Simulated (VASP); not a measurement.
# Sc3Al (Pm-3m) in VASP: relaxation of cell and atoms with r2SCAN

Aim: the relaxation of cell and atoms of Sc3Al with r2SCAN.

All numbers are computed with VASP 6.6.1; they aren't measurements. Logs are shortened: lines on timing, memory, paths and dates and some standing lists are left out, and cuts for length are marked.

## Step 1: The cell of the first run

The structure is cubic, space group Pm-3m (No. 221). The conventional cell has a = 4.432 Å, b = 4.432 Å, c = 4.432 Å, α = 90.00°, β = 90.00°, γ = 90.00°. Within 4.1 Å of Sc (site symmetry 4/mmm) lie 8 Sc at 3.13 Å and 4 Al at 3.13 Å. Within 4.1 Å of Al (site symmetry m-3m) lie 12 Sc at 3.13 Å.

## Step 2: Relaxation of cell and atoms, r2SCAN

The input, POSCAR:

```
Sc3Al
1.0
    4.4319878233      0.0000000000      0.0000000000
    0.0000000000      4.4319878233      0.0000000000
    0.0000000000      0.0000000000      4.4319878233
Sc Al
3 1
Direct
    0.5000000000      0.0000000000      0.5000000000
    0.0000000000      0.5000000000      0.5000000000
    0.5000000000      0.5000000000      0.0000000000
    0.0000000000      0.0000000000      0.0000000000
```

The input, INCAR.step1:

```
ALGO = Normal
EDIFF = 1E-4
ENCUT = 600
GGA = PE
ISMEAR = 0
LASPH = T
LCHARG = F
LREAL = F
LWAVE = T
NELM = 100
PREC = Accurate
SIGMA = 0.1
```

The input, INCAR.step2:

```
ALGO = Normal
EDIFF = 1E-6
EDIFFG = -0.01
ENCUT = 600
IBRION = 2
ISIF = 3
ISMEAR = 0
ISTART = 1
LASPH = T
LCHARG = F
LMIXTAU = T
LREAL = F
LWAVE = F
METAGGA = R2SCAN
NELM = 100
NSW = 100
PREC = Accurate
SIGMA = 0.1
```

The input, KPOINTS:

```
k-points
0
Gamma
  10 10 10
```

Potentials or basis: VASP PAW PBE potentials, release 64 (Sc_sv, Al).

The run is started by

```
cat potpaw_PBE.64/Sc_sv/POTCAR potpaw_PBE.64/Al/POTCAR > POTCAR
cp INCAR.step1 INCAR
mpirun -np 1 vasp_std > vasp.out
cp INCAR.step2 INCAR
mpirun -np 1 vasp_std > vasp.out
```

OUTCAR:

```text
EDIFF = 1E-6
   EDIFFG = -0.01
   ENCUT = 600
   IBRION = 2
   ISIF = 3
   ISMEAR = 0
   ISTART = 1
   LASPH = T
   LREAL = F
   METAGGA = R2SCAN
   NELM = 100
   NSW = 100
   PREC = Accurate

 ion  position               nearest neighbor table
   1  0.500  0.000  0.500-   2 3.13   3 3.13   4 3.13   3 3.13   4 3.13   2 3.13   3 3.13   3 3.13
                             2 3.13   4 3.13   4 3.13   2 3.13
   2  0.000  0.500  0.500-   1 3.13   3 3.13   4 3.13   3 3.13   4 3.13   1 3.13   4 3.13   4 3.13
                             1 3.13   3 3.13   3 3.13   1 3.13
   3  0.500  0.500  0.000-   1 3.13   2 3.13   4 3.13   1 3.13   2 3.13   1 3.13   4 3.13   1 3.13
                             2 3.13   4 3.13   2 3.13   4 3.13
   4  0.000  0.000  0.000-   1 3.13   2 3.13   3 3.13   1 3.13   2 3.13   2 3.13   3 3.13   2 3.13
                             1 3.13   3 3.13   1 3.13   3 3.13

  LATTYP: Found a simple cubic cell.
 ALAT       =     4.4319878233

  Lattice vectors:

 A1 = (   4.4319878233,   0.0000000000,   0.0000000000)
 A2 = (   0.0000000000,   4.4319878233,   0.0000000000)
 A3 = (   0.0000000000,   0.0000000000,   4.4319878233)

Analysis of symmetry for initial positions (statically):
=====================================================================
 Subroutine PRICEL returns:
 Original cell was already a primitive cell.

 Routine SETGRP: Setting up the symmetry group for a
 simple cubic supercell.

 Subroutine GETGRP returns: Found 48 space group operations
 (whereof 48 operations were pure point group operations)
 out of a pool of 48 trial point group operations.

The static configuration has the point symmetry O_h .

Analysis of symmetry for dynamics (positions and initial velocities):
=====================================================================
 Subroutine PRICEL returns:
 Original cell was already a primitive cell.

 Routine SETGRP: Setting up the symmetry group for a
 simple cubic supercell.

 Subroutine GETGRP returns: Found 48 space group operations
 (whereof 48 operations were pure point group operations)
 out of a pool of 48 trial point group operations.

The dynamic configuration has the point symmetry O_h .

 Subroutine INISYM returns: Found 48 space group operations
 (whereof 48 operations are pure point group operations),
 and found     1 'primitive' translations

----------------------------------------------------------------------------------------

                                     Primitive cell

  volume of cell :      87.0554

  direct lattice vectors                    reciprocal lattice vectors
     4.431987823  0.000000000  0.000000000     0.225632389  0.000000000  0.000000000
     0.000000000  4.431987823  0.000000000     0.000000000  0.225632389  0.000000000
     0.000000000  0.000000000  4.431987823     0.000000000  0.000000000  0.225632389

  length of vectors
     4.431987823  4.431987823  4.431987823     0.225632389  0.225632389  0.225632389

  position of ions in fractional coordinates (direct lattice)
     0.500000000  0.000000000  0.500000000
     0.000000000  0.500000000  0.500000000
     0.500000000  0.500000000  0.000000000
     0.000000000  0.000000000  0.000000000

  ion indices of the primitive-cell ions
   primitive index   ion index
                 1           1
                 2           2
                 3           3
                 4           4

----------------------------------------------------------------------------------------

 KPOINTS: k-points

Automatic generation of k-mesh.
 Grid dimensions read from file:
 generate k-points for:   10   10   10

 Generating k-lattice:

  Cartesian coordinates                     Fractional coordinates (reciprocal lattice)
     0.022563239  0.000000000  0.000000000     0.100000000  0.000000000  0.000000000
     0.000000000  0.022563239  0.000000000     0.000000000  0.100000000  0.000000000
     0.000000000  0.000000000  0.022563239     0.000000000  0.000000000  0.100000000

  Length of vectors
     0.022563239  0.022563239  0.022563239

  Shift w.r.t. Gamma in fractional coordinates (k-lattice)
     0.000000000  0.000000000  0.000000000

 Subroutine IBZKPT returns following result:
 ===========================================

 Found     56 irreducible k-points:

 Following reciprocal coordinates:
            Coordinates               Weight
  0.000000  0.000000  0.000000      1.000000
  0.100000  0.000000  0.000000      6.000000
  0.200000  0.000000  0.000000      6.000000
  0.300000  0.000000  0.000000      6.000000
  0.400000  0.000000  0.000000      6.000000
  0.500000  0.000000  0.000000      3.000000
[... 16 lines left out ...]
  0.200000  0.100000  0.100000     24.000000
  0.300000  0.100000  0.100000     24.000000
 [... further k-points ...]
   k-points           NKPTS =     56   k-points in BZ     NKDIM =     56   number of bands    NBANDS=     22
   number of dos      NEDOS =    301   number of ions     NIONS =      4
   total plane-waves  NPLWV =  46656
   dimension x,y,z NGX =    36 NGY =   36 NGZ =   36
   dimension x,y,z NGXF=    72 NGYF=   72 NGZF=   72
   ions per type =               3   1
   NGX,Y,Z   is equivalent  to a cutoff of  13.50, 13.50, 13.50 a.u.
   NGXF,Y,Z  is equivalent  to a cutoff of  27.01, 27.01, 27.01 a.u.
 SYSTEM =  unknown system
   PREC   = accura    normal or accurate (medium, high low for compatibility)
   ISTART =      1    job   : 0-new  1-cont  2-samecut
   ICHARG =      0    charge: 1-file 2-atom 10-const
   ISPIN  =      1    spin polarized calculation?
   LNONCOLLINEAR =      F non collinear calculations
   LSORBIT =      F    spin-orbit coupling
   LASPH  =      T    aspherical Exc in radial PAW
   ENCUT  =  600.0 eV  44.10 Ry    6.64 a.u.   8.85  8.85  8.85*2*pi/ulx,y,z
   NELM   =    100;   NELMIN=  2; NELMDL=  0     # of ELM steps
   EDIFF  = 0.1E-05   stopping-criterion for ELM
   LREAL  =      F    real-space projection
   EDIFFG = -.1E-01   stopping-criterion for IOM
   NSW    =    100    number of steps for IOM
   IBRION =      2    ionic relax: 0-MD 1-quasi-New 2-CG
   NFREE  =      1    steps in history (QN), initial steepest desc. (CG)
   ISIF   =      3    stress and relaxation
   ISYM   =      2    0-nonsym 1-usesym 2-fastsym
   POTIM  = 0.5000    time-step for ionic-motion
   TEBEG  =    0.0;   TEEND  =   0.0 temperature during run
   PSTRESS=    0.0 pullay stress
   NELECT =      36.0000    total number of electrons
   NUPDOWN=      -1.0000    fix difference up-down
   EMIN   =  10.00;   EMAX   =-10.00  energy-range for DOS
   EFERMI =   0.00;   METHOD = LEGACY
   ISMEAR =     0;   SIGMA  =   0.10  broadening in eV -4-tet -1-fermi 0-gaus
   EFERMI_NEDOS =   21; number of points for ismear=-14 and -15
   IALGO  =     38    algorithm
   IMIX   =      4    mixing-type and parameters
     AMIX     =   0.40;   BMIX     =  1.00
     AMIX_MAG =   1.60;   BMIX_MAG =  1.00
  volume/ion in A,a.u.               =      21.76       146.87
  Fermi-wavevector in a.u.,A,eV,Ry     =   1.219674  2.304850 20.240091  1.487605
  Thomas-Fermi vector in A             =   2.354918
   LORBIT       =      0    0 simple, 1 ext, 2 COOP (PROOUT), +10 PAW based schemes
   METAGGA = R2SCAN    functional components
   LHFCALC =     F    Hartree Fock is set to
   AEXX    =    0.0000 exact exchange contribution
   IVDW    =     0    specifies the selected vdW correction
   LEPSILON=     F    determine dielectric tensor
   LRPA    =     F    only Hartree local field effects (RPA)
 conjugate gradient relaxation of ions
 non-spin polarized calculation
 Gauss-broadening in eV      SIGMA  =   0.10
  energy-cutoff  :      600.00
  volume of cell :       87.06
 maximum number of plane-waves:      2945
 NGX is ok and might be reduce to    36
   NGX = 17   NGY = 17   NGZ = 17

 number of electron      35.9999990 magnetization

 Free energy of the ion-electron system (eV)
  ---------------------------------------------------
  ext. energy  EPLUGINS =         0.00000000
  ---------------------------------------------------
  free energy    TOTEN  =       -41.87789912 eV

  energy without entropy =      -41.84981334  energy(sigma->0) =      -41.86385623

 E-fermi :   4.8317     XC(G=0): -10.8037

 val. band max:        4.8259206121   @ k =   0.3000   0.1000   0.1000
 cond. band min:       4.8414373393   @ k =   0.4000   0.4000   0.2000
 fundamental gap:      0.0155167272
 Fermi energy:         4.8316767817

 k-point     1 :       0.0000    0.0000    0.0000
  band No.  band energies     occupation
      1     -46.8131      2.00000
      2     -46.7120      2.00000
      3     -46.7120      2.00000
      4     -24.6511      2.00000
      5     -24.6511      2.00000
      6     -24.6511      2.00000
[... 14 lines left out ...]
     21       5.2825      0.00000
     22       5.2825      0.00000

 k-point     2 :       0.1000    0.0000    0.0000
  band No.  band energies     occupation
      1     -46.8109      2.00000
      2     -46.7142      2.00000
      3     -46.7120      2.00000
      4     -24.6454      2.00000
      5     -24.6454      2.00000
      6     -24.6426      2.00000
[... 14 lines left out ...]
     21       5.3088      0.00000
     22       5.4346      0.00000

 k-point     3 :       0.2000    0.0000    0.0000
  band No.  band energies     occupation
      1     -46.8046      2.00000
      2     -46.7204      2.00000
      3     -46.7119      2.00000
      4     -24.6296      2.00000
      5     -24.6296      2.00000
      6     -24.6176      2.00000
[... 14 lines left out ...]
     21       5.3886      0.00000
     22       5.7367      0.00000

 k-point     4 :       0.3000    0.0000    0.0000
  band No.  band energies     occupation
      1     -46.7952      2.00000
      2     -46.7298      2.00000
      3     -46.7118      2.00000
      4     -24.6071      2.00000
      5     -24.6071      2.00000
      6     -24.5778      2.00000
[... 14 lines left out ...]
     21       5.5095      0.00000
     22       6.0709      0.00000

 k-point     5 :       0.4000    0.0000    0.0000
  band No.  band energies     occupation
      1     -46.7848      2.00000
      2     -46.7400      2.00000
      3     -46.7117      2.00000
      4     -24.5852      2.00000
      5     -24.5852      2.00000
      6     -24.5260      2.00000
[... 14 lines left out ...]
     21       5.6315      0.00000
     22       6.3830      0.00000

 k-point     6 :       0.5000    0.0000    0.0000
  band No.  band energies     occupation
      1     -46.7793      2.00000
      2     -46.7456      2.00000
      3     -46.7117      2.00000
      4     -24.5754      2.00000
      5     -24.5754      2.00000
      6     -24.4724      2.00000
[... 14 lines left out ...]
     21       5.6865      0.00000
     22       6.4666      0.00000

 k-point     7 :       0.1000    0.1000    0.0000
  band No.  band energies     occupation
      1     -46.8088      2.00000
      2     -46.7152      2.00000
      3     -46.7130      2.00000
      4     -24.6496      2.00000
      5     -24.6397      2.00000
      6     -24.6251      2.00000
[... 324 lines left out ...]
      6     -24.4809      2.00000
[... 14 lines left out ...]
     21       5.9316      0.00000
     22       5.9906      0.00000

 k-point    21 :       0.5000    0.5000    0.0000
  band No.  band energies     occupation
      1     -46.7452      2.00000
      2     -46.7452      2.00000
      3     -46.7452      2.00000
      4     -24.6363      2.00000
      5     -24.6066      2.00000
      6     -24.4492      2.00000
[... 14 lines left out ...]
     21       5.9659      0.00000
     22       5.9659      0.00000

 k-point    22 :       0.1000    0.1000    0.1000
  band No.  band energies     occupation
      1     -46.8066      2.00000
      2     -46.7151      2.00000
      3     -46.7151      2.00000
      4     -24.6567      2.00000
      5     -24.6198      2.00000
      6     -24.6198      2.00000
[... 14 lines left out ...]
     21       5.5524      0.00000
     22       5.5524      0.00000

 k-point    23 :       0.2000    0.1000    0.1000
  band No.  band energies     occupation
      1     -46.8006      2.00000
      2     -46.7211      2.00000
      3     -46.7151      2.00000
      4     -24.6538      2.00000
      5     -24.6046      2.00000
      6     -24.5860      2.00000
[... 14 lines left out ...]
     21       5.5658      0.00000
     22       5.7892      0.00000

 k-point    24 :       0.3000    0.1000    0.1000
  band No.  band energies     occupation
      1     -46.7915      2.00000
      2     -46.7301      2.00000
      3     -46.7150      2.00000
      4     -24.6386      2.00000
      5     -24.5824      2.00000
      6     -24.5476      2.00000
[... 14 lines left out ...]
     21       5.5813      0.00000
     22       6.0331      0.00000

 [... further k-points ...]
[... 5 lines left out ...]
  --------------------------------------------------------------------------------------
  -------------------------------------------------------------------------------------
  Total       -0.0048473     -0.0048473     -0.0048473     -0.0000000      0.0000000     -0.0000000
  in kB       -0.0892096     -0.0892096     -0.0892096     -0.0000000      0.0000000     -0.0000000
  external PRESSURE =      -0.0892096 kB  Pullay stress =       0.0000000 kB

 VOLUME and BASIS-vectors are now :
 -----------------------------------------------------------------------------
  energy-cutoff  :      600.00
  volume of cell :       87.06
      direct lattice vectors                 reciprocal lattice vectors
     4.431987823  0.000000000  0.000000000     0.225632389  0.000000000  0.000000000
     0.000000000  4.431987823  0.000000000     0.000000000  0.225632389  0.000000000
     0.000000000  0.000000000  4.431987823     0.000000000  0.000000000  0.225632389

 POSITION                                       TOTAL-FORCE (eV/Angst)
 -----------------------------------------------------------------------------------
      2.21599      0.00000      2.21599         0.000000      0.000000      0.000000
      0.00000      2.21599      2.21599         0.000000      0.000000      0.000000
      2.21599      2.21599      0.00000         0.000000      0.000000      0.000000
      0.00000      0.00000      0.00000         0.000000      0.000000      0.000000
 -----------------------------------------------------------------------------------
    total drift:                                0.000000      0.000000      0.000000

  FREE ENERGIE OF THE ION-ELECTRON SYSTEM (eV)
  ---------------------------------------------------
  free  energy   TOTEN  =       -41.8778991219 eV

  energy  without entropy=      -41.8498133361  energy(sigma->0) =      -41.86385623

 reached required accuracy - stopping structural energy minimisation
```

Run time: 9.7 min. Hardware: 1 thread of Intel Xeon 8259CL, shared host; peak memory 0.29 GiB.

What came out:

```
Free energy             : -41.8779 eV
Pressure after relaxing : 0.0 GPa
Band gap on the k mesh  : zero (band 18 reaches 5.03 eV, above the bottom of band 19 at 3.39 eV)
```

Final structure:
```
Sc Al
1.0
     4.43199    0.00000    0.00000
     0.00000    4.43199    0.00000
     0.00000    0.00000    4.43199
Sc Al
3 1
Direct
  0.50000 0.00000 0.50000
  0.00000 0.50000 0.50000
  0.50000 0.50000 0.00000
  0.00000 0.00000 0.00000
```

Caveat: the relaxation stopped at its first step, so nothing moved; the PAW data sets were made with another functional, which shifts forces and pressure a little.
